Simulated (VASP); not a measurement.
Write the native input for VASP 6.6.1 that does the following.

| Property | Result |
| --- | --- |
| Task | single point |
| Functional | PBEsol |
| Potentials or basis | VASP PAW PBE potentials, release 64 (Ti_sv) |
| Cutoff | 520 eV |
| k mesh | 22 × 22 × 22 |
| Occupations | fermi-dirac, width 0.1 eV |
| Spin | no spin polarisation |
| Dipole correction | no |
| Further INCAR settings | ALGO = Normal; EDIFF = 1e-06; NBANDS = 12 |

The structure of Ti lies in POSCAR:

```
Ti
1.0
    0.0000000000      2.0292640165      2.0292640165
    2.0292640165      0.0000000000      2.0292640165
    2.0292640165      2.0292640165      0.0000000000
Ti
1
Direct
    0.0000000000      0.0000000000      0.0000000000
```

The input as run:

INCAR

```
ALGO = Normal ; EDIFF = 1E-6
ENCUT = 520 ; GGA = PS
ISIF = 2 ; ISMEAR = -1
LASPH = True ; LCHARG = False
LREAL = False ; LWAVE = False
NBANDS = 12 ; NELM = 80
PREC = Accurate ; SIGMA = 0.1
```

KPOINTS

```
k-points
0
Gamma
  22 22 22
```

Potentials or basis: VASP PAW PBE potentials, release 64 (Ti_sv).

Command:

```console
$ cat potpaw_PBE.64/Ti_sv/POTCAR > POTCAR
$ mpirun -np 1 vasp_std > vasp.out
```

Results of the run:

```
Pressure               : -0.2 GPa
Band gap on the k mesh : zero (band 6 reaches 9.41 eV, above the bottom of band 7 at 7.99 eV)
```

Caveat: the PAW data sets were made with another functional, which shifts forces and pressure a little.

It took 37 s on 1 thread of Intel(R) Xeon(R) Platinum 8259CL CPU @ 2.50GHz (Skylake/Cascade Lake), with other jobs on the host, peak memory 0.19 GiB.
